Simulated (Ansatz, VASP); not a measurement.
Two plane-wave programs on TiC

```
CELL_PARAMETERS angstrom
0.00000 2.36413 2.36413
2.36413 0.00000 2.36413
2.36413 2.36413 0.00000
ATOMIC_POSITIONS crystal
Ti 0.00000 0.00000 0.00000
C 0.25000 0.25000 0.25000
```

Alike in both runs: functional PBE; k mesh 15 × 15 × 15; occupations fermi-dirac, width 0.05 eV; no spin polarisation.

Ansatz relaxed the structure, and its values are those at the end. VASP's run is a single point on that final structure, the one shown.

```csv
,VASP,Ansatz
version,VASP 6.6.1,Ansatz 0.2.0
potentials or method,"VASP PAW PBE potentials, release 64 (Ti_sv, C)","PAW with Ansatz's default frozen-core files, scalar-relativistic"
plane-wave cutoff (eV),520,420
valence electrons in the cell,16,16
```

VASP gave:

```
pressure (GPa) : 0.1
```

What did Ansatz give for the same quantities?

Pressure (GPa): 0.0.
